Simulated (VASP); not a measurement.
# AlN (P6_3mc) in VASP: further runs

AlN is run at these levels: LDA; tasks: relaxation of the atoms.

Everything below comes from runs of VASP 6.6.1. Logs are shortened: lines on timing, memory, paths and dates and some standing lists are left out, and cuts for length are marked.

### 1 The cell of the first run

The structure is hexagonal, space group P6_3mc (No. 186). The conventional cell has a = 2.996 Å, b = 2.996 Å, c = 5.141 Å, α = 90.00°, β = 90.00°, γ = 120.00°. Al (site symmetry 3m) has 4 N at 1.83 to 1.96 Å within 2.4 Å. Within 2.4 Å of N (site symmetry 3m) lie 4 Al at 1.83 to 1.96 Å.

### 2 Relaxation of the atoms, LDA

INCAR reads:

```
SYSTEM = AlN
PREC = Accurate
ENCUT = 520
EDIFF = 1E-6
ISMEAR = 0
SIGMA = 0.05
LREAL = .False.
LASPH = .True.
NELM = 80
ALGO = Normal
ISIF = 2
LWAVE = .False.
LCHARG = .False.
GGA = CA
IBRION = 2
NSW = 50
EDIFFG = -0.01
```

KPOINTS reads:

```
regular mesh
0
Gamma
  9 9 6
  0 0 0
```

POSCAR reads:

```
AlN
1.0
    2.9960000000      0.0000000000      0.0000000000
   -1.4980000000      2.5946121098      0.0000000000
    0.0000000000      0.0000000000      5.1413000000
Al N
2 2
Direct
    0.3333333333      0.6666666667      0.0015210172
    0.6666666667      0.3333333333      0.5015210172
    0.3333333333      0.6666666667      0.3834789828
    0.6666666667      0.3333333333      0.8834789828
```

Potentials or basis: VASP PAW LDA potentials, release 64 (Al, N).

On the command line:

```bash
> cat potpaw_LDA.64/Al/POTCAR potpaw_LDA.64/N/POTCAR > POTCAR
> mpirun -np 1 vasp_std > vasp.out
```

OUTCAR:

```text
SYSTEM = AlN
   PREC = Accurate
   ENCUT = 520
   EDIFF = 1E-6
   ISMEAR = 0
   LREAL = .False.
   LASPH = .True.
   NELM = 80
   ISIF = 2
   GGA = CA
   IBRION = 2
   NSW = 50
   EDIFFG = -0.01

 ion  position               nearest neighbor table
   1  0.333  0.667  0.002-   4 1.83   4 1.83   4 1.83   3 1.96   2 3.10   2 3.10   2 3.10   2 3.10
                             2 3.10   2 3.10
   2  0.667  0.333  0.502-   3 1.83   3 1.83   3 1.83   4 1.96   1 3.10   1 3.10   1 3.10   1 3.10
                             1 3.10   1 3.10
   3  0.333  0.667  0.383-   2 1.83   2 1.83   2 1.83   1 1.96
   4  0.667  0.333  0.883-   1 1.83   1 1.83   1 1.83   2 1.96

  LATTYP: Found a hexagonal cell.
 ALAT       =     2.9960000000
 C/A-ratio  =     1.7160547397

  Lattice vectors:

 A1 = (   2.9960000000,   0.0000000000,   0.0000000000)
 A2 = (  -1.4980000000,   2.5946121098,   0.0000000000)
 A3 = (   0.0000000000,   0.0000000000,   5.1413000000)

Analysis of symmetry for initial positions (statically):
=====================================================================
 Subroutine PRICEL returns:
 Original cell was already a primitive cell.

 Routine SETGRP: Setting up the symmetry group for a
 hexagonal supercell.

 Subroutine GETGRP returns: Found 12 space group operations
 (whereof  6 operations were pure point group operations)
 out of a pool of 24 trial point group operations.

The static configuration has the point symmetry C_3v.
 The point group associated with its full space group is C_6v.

Analysis of symmetry for dynamics (positions and initial velocities):
=====================================================================
 Subroutine PRICEL returns:
 Original cell was already a primitive cell.

 Routine SETGRP: Setting up the symmetry group for a
 hexagonal supercell.

 Subroutine GETGRP returns: Found 12 space group operations
 (whereof  6 operations were pure point group operations)
 out of a pool of 24 trial point group operations.

The dynamic configuration has the point symmetry C_3v.
 The point group associated with its full space group is C_6v.

 Subroutine INISYM returns: Found 12 space group operations
 (whereof  6 operations are pure point group operations),
 and found     1 'primitive' translations

----------------------------------------------------------------------------------------

                                     Primitive cell

  volume of cell :      39.9657

  direct lattice vectors                    reciprocal lattice vectors
     2.996000000  0.000000000  0.000000000     0.333778371  0.192707032  0.000000000
    -1.498000000  2.594612110  0.000000000     0.000000000  0.385414065  0.000000000
     0.000000000  0.000000000  5.141300000     0.000000000  0.000000000  0.194503336

  length of vectors
     2.996000000  2.996000000  5.141300000     0.385414065  0.385414065  0.194503336

  position of ions in fractional coordinates (direct lattice)
     0.333333333  0.666666667  0.001521017
     0.666666667  0.333333333  0.501521017
     0.333333333  0.666666667  0.383478983
     0.666666667  0.333333333  0.883478983

  ion indices of the primitive-cell ions
   primitive index   ion index
                 1           1
                 2           2
                 3           3
                 4           4

----------------------------------------------------------------------------------------

 KPOINTS: regular mesh

Automatic generation of k-mesh.
 Grid dimensions read from file:
 generate k-points for:    9    9    6

 Generating k-lattice:

  Cartesian coordinates                     Fractional coordinates (reciprocal lattice)
     0.037086486  0.021411892  0.000000000     0.111111111  0.000000000  0.000000000
     0.000000000  0.042823785  0.000000000     0.000000000  0.111111111  0.000000000
     0.000000000  0.000000000  0.032417223     0.000000000  0.000000000  0.166666667

  Length of vectors
     0.042823785  0.042823785  0.032417223

  Shift w.r.t. Gamma in fractional coordinates (k-lattice)
     0.000000000  0.000000000  0.000000000

 Subroutine IBZKPT returns following result:
 ===========================================

 Found     48 irreducible k-points:

 Following reciprocal coordinates:
            Coordinates               Weight
  0.000000  0.000000  0.000000      1.000000
  0.111111  0.000000  0.000000      6.000000
  0.222222  0.000000  0.000000      6.000000
  0.333333  0.000000  0.000000      6.000000
  0.444444  0.000000  0.000000      6.000000
  0.111111  0.111111  0.000000      6.000000
[... 16 lines left out ...]
  0.333333  0.222222  0.166667     24.000000
  0.333333  0.333333  0.166667      4.000000
 [... further k-points ...]
   k-points           NKPTS =     48   k-points in BZ     NKDIM =     48   number of bands    NBANDS=     12
   number of dos      NEDOS =    301   number of ions     NIONS =      4
   total plane-waves  NPLWV =  23040
   dimension x,y,z NGX =    24 NGY =   24 NGZ =   40
   dimension x,y,z NGXF=    48 NGYF=   48 NGZF=   80
   ions per type =               2   2
   NGX,Y,Z   is equivalent  to a cutoff of  13.32, 13.32, 12.93 a.u.
   NGXF,Y,Z  is equivalent  to a cutoff of  26.63, 26.63, 25.87 a.u.
 SYSTEM =  AlN
   PREC   = accura    normal or accurate (medium, high low for compatibility)
   ISTART =      0    job   : 0-new  1-cont  2-samecut
   ICHARG =      2    charge: 1-file 2-atom 10-const
   ISPIN  =      1    spin polarized calculation?
   LNONCOLLINEAR =      F non collinear calculations
   LSORBIT =      F    spin-orbit coupling
   LASPH  =      T    aspherical Exc in radial PAW
   ENCUT  =  520.0 eV  38.22 Ry    6.18 a.u.   5.57  5.57  9.56*2*pi/ulx,y,z
   NELM   =     80;   NELMIN=  2; NELMDL= -5     # of ELM steps
   EDIFF  = 0.1E-05   stopping-criterion for ELM
   LREAL  =      F    real-space projection
   EDIFFG = -.1E-01   stopping-criterion for IOM
   NSW    =     50    number of steps for IOM
   IBRION =      2    ionic relax: 0-MD 1-quasi-New 2-CG
   NFREE  =      1    steps in history (QN), initial steepest desc. (CG)
   ISIF   =      2    stress and relaxation
   ISYM   =      2    0-nonsym 1-usesym 2-fastsym
   POTIM  = 0.5000    time-step for ionic-motion
   TEBEG  =    0.0;   TEEND  =   0.0 temperature during run
   PSTRESS=    0.0 pullay stress
   NELECT =      16.0000    total number of electrons
   NUPDOWN=      -1.0000    fix difference up-down
   EMIN   =  10.00;   EMAX   =-10.00  energy-range for DOS
   EFERMI =   0.00;   METHOD = LEGACY
   ISMEAR =     0;   SIGMA  =   0.05  broadening in eV -4-tet -1-fermi 0-gaus
   EFERMI_NEDOS =   21; number of points for ismear=-14 and -15
   IALGO  =     38    algorithm
   IMIX   =      4    mixing-type and parameters
     AMIX     =   0.40;   BMIX     =  1.00
     AMIX_MAG =   1.60;   BMIX_MAG =  1.00
  volume/ion in A,a.u.               =       9.99        67.43
  Fermi-wavevector in a.u.,A,eV,Ry     =   1.206570  2.280086 19.807505  1.455811
  Thomas-Fermi vector in A             =   2.342233
   LORBIT       =      0    0 simple, 1 ext, 2 COOP (PROOUT), +10 PAW based schemes
   GGA     = CA    functional components
   LHFCALC =     F    Hartree Fock is set to
   AEXX    =    0.0000 exact exchange contribution
   IVDW    =     0    specifies the selected vdW correction
   LEPSILON=     F    determine dielectric tensor
   LRPA    =     F    only Hartree local field effects (RPA)
 conjugate gradient relaxation of ions
 non-spin polarized calculation
 Gauss-broadening in eV      SIGMA  =   0.05
  energy-cutoff  :      520.00
  volume of cell :       39.97
 maximum number of plane-waves:      1099
 NGX is ok and might be reduce to    24

--------------------------------------- Ionic step        1  -------------------------------------------

 number of electron      15.9999999 magnetization

 Free energy of the ion-electron system (eV)
  ---------------------------------------------------
  ext. energy  EPLUGINS =         0.00000000
  ---------------------------------------------------
  free energy    TOTEN  =       -32.64203208 eV

  energy without entropy =      -32.64203208  energy(sigma->0) =      -32.64203208

------------------------ aborting loop because EDIFF is reached ----------------------------------------

  FORCE on cell =-STRESS in cart. coord.  units (eV):
  Direction    XX          YY          ZZ          XY          YZ          ZX
  --------------------------------------------------------------------------------------
  -------------------------------------------------------------------------------------
  Total        4.4343596      4.4343596     -3.2124923      0.0000000      0.0000000     -0.0000000
  in kB      177.7682905    177.7682905   -128.7850599      0.0000000      0.0000000     -0.0000000
  external PRESSURE =      75.5838404 kB  Pullay stress =       0.0000000 kB
[... 61 lines left out ...]
  energy  without entropy=      -32.6892862904  energy(sigma->0) =      -32.68928629

--------------------------------------- Ionic step        3  -------------------------------------------

 number of electron      15.9999999 magnetization

 Free energy of the ion-electron system (eV)
  ---------------------------------------------------
  ext. energy  EPLUGINS =         0.00000000
  ---------------------------------------------------
  free energy    TOTEN  =       -32.69090809 eV

  energy without entropy =      -32.69090809  energy(sigma->0) =      -32.69090809

 E-fermi :   6.5756     XC(G=0): -11.4434

 val. band max:        6.3196718347   @ k =   0.0000   0.0000   0.0000
 cond. band min:      10.7528447641   @ k =   0.0000   0.0000   0.0000
 fundamental gap:      4.4331729294
 Fermi energy:         6.5756072031

 k-point     1 :       0.0000    0.0000    0.0000
  band No.  band energies     occupation
      1      -8.9660      2.00000
      2      -6.8985      2.00000
      3      -0.1980      2.00000
      4       5.8347      2.00000
      5       5.8347      2.00000
      6       5.8615      2.00000
      7       6.3197      2.00000
      8       6.3197      2.00000
      9      10.7528      0.00000
     10      13.9450      0.00000
     11      16.6474      0.00000
     12      18.3049      0.00000
[... 331 lines left out ...]
 k-point    24 :       0.3333    0.3333    0.1667
  band No.  band energies     occupation
      1      -6.1098      2.00000
      2      -6.1098      2.00000
      3       1.4994      2.00000
      4       2.1072      2.00000
      5       2.1072      2.00000
      6       3.3323      2.00000
      7       4.2410      2.00000
      8       4.2410      2.00000
      9      11.1997      0.00000
     10      14.7186      0.00000
     11      15.3620      0.00000
     12      15.3620      0.00000

 [... further k-points ...]

------------------------ aborting loop because EDIFF is reached ----------------------------------------

  FORCE on cell =-STRESS in cart. coord.  units (eV):
  Direction    XX          YY          ZZ          XY          YZ          ZX
  --------------------------------------------------------------------------------------
  -------------------------------------------------------------------------------------
  Total        3.4977048      3.4977048     -2.4055328      0.0000000      0.0000000      0.0000000
  in kB      140.2188942    140.2188942    -96.4349971      0.0000000      0.0000000      0.0000000
  external PRESSURE =      61.3342638 kB  Pullay stress =       0.0000000 kB
[... 19 lines left out ...]
  FREE ENERGIE OF THE ION-ELECTRON SYSTEM (eV)
  ---------------------------------------------------
  free  energy   TOTEN  =       -32.6909080939 eV

  energy  without entropy=      -32.6909080939  energy(sigma->0) =      -32.69090809

 reached required accuracy - stopping structural energy minimisation
```

Wall time 36 s (1 thread of AMD EPYC 7R13 (Zen 3), shared host); peak memory 0.12 GiB.

Results:

```yaml
Free_energy: -32.6909 eV
Energy_gained_by_relaxing: 12.2 meV/atom
Ionic_steps: 3
Pressure_after_relaxing: 6.1 GPa
Band_gap_on_the_k_mesh: 4.43 eV
```

The path:
```csv
step,energy change (eV),largest force (eV/Å),pressure (GPa)
1,0.0000,0.7507,7.56
2,-0.0473,0.1540,5.98
3,-0.0489,0.0007,6.13
```

Final structure:
```
Al N
1.0
     2.99600    0.00000    0.00000
    -1.49800    2.59461    0.00000
     0.00000    0.00000    5.14130
Al N
2 2
Direct
  0.33333 0.66667 0.00753
  0.66667 0.33333 0.50753
  0.33333 0.66667 0.37747
  0.66667 0.33333 0.87747
```

A k mesh can miss the band edges. Expect the measured gap to be larger: semilocal functionals such as LDA lack the derivative discontinuity.

### 3 Relaxation of the atoms, LDA

This run uses another cell than the first one, of the same volume but with other edges.

INCAR: that of step 2 with these lines changed.

```diff
@@ -8,3 +8,3 @@
 LASPH = .True.
-NELM = 80
+NELM = 100
 ALGO = Normal
@@ -13,3 +13,2 @@
 LCHARG = .False.
-GGA = CA
 IBRION = 2
```

KPOINTS is that of step 2.

POSCAR reads:

```
AlN
1.0
    3.1195000000      0.0000000000      0.0000000000
   -1.5597500000      2.7015662471      0.0000000000
    0.0000000000      0.0000000000      4.7458000000
Al N
2 2
Direct
    0.3333333333      0.6666666667      0.0015210172
    0.6666666667      0.3333333333      0.5015210172
    0.3333333333      0.6666666667      0.3834789828
    0.6666666667      0.3333333333      0.8834789828
```

Potentials or basis: VASP PAW LDA potentials, release 64 (Al, N).

On the command line:

```bash
> cat potpaw_LDA.64/Al/POTCAR potpaw_LDA.64/N/POTCAR > POTCAR
> mpirun -np 1 vasp_std > vasp.out
```

Run time: 48 s. Hardware: 1 thread of AMD EPYC 7R13 (Zen 3), shared host; peak memory 0.11 GiB.

Results (log left out):

```
Free energy               : -32.7766 eV
Energy gained by relaxing : 11.7 meV/atom
Ionic steps               : 3
Pressure after relaxing   : 4.2 GPa
Band gap on the k mesh    : 4.27 eV
```

Forces in eV/Å, atoms in the order of the input:
```
Al   0.000  0.000 -0.003
Al   0.000  0.000 -0.003
N    0.000  0.000  0.003
N    0.000  0.000  0.003
```

Stress tensor (GPa, compression positive):
```
 0.52  0.00  0.00
 0.00  0.52  0.00
 0.00  0.00 11.64
```

Step by step:
```tsv
step	energy change (eV)	largest force (eV/Å)	pressure (GPa)
1	0.0000	0.8794	5.51
2	-0.0366	0.3394	3.89
3	-0.0467	0.0028	4.22
```

Final structure:
```
Al N
1.0
     3.11950    0.00000    0.00000
    -1.55975    2.70157    0.00000
     0.00000    0.00000    4.74580
Al N
2 2
Direct
  0.33333 0.66667 0.99560
  0.66667 0.33333 0.49561
  0.33333 0.66667 0.38939
  0.66667 0.33333 0.88940
```

Levels at points of the mesh, in eV from the valence-band top:
| k point | band 6 | band 7 | band 8 | band 9 | band 10 | band 11 |
| --- | --- | --- | --- | --- | --- | --- |
| (0.00, 0.00, 0.00) | -0.69 | -0.69 | 0.00 | 4.27 | 6.13 | 10.41 |
| (0.00, 0.00, 0.50) | -1.12 | -1.12 | -1.12 | 6.31 | 6.31 | 10.37 |

A k mesh can miss the band edges.
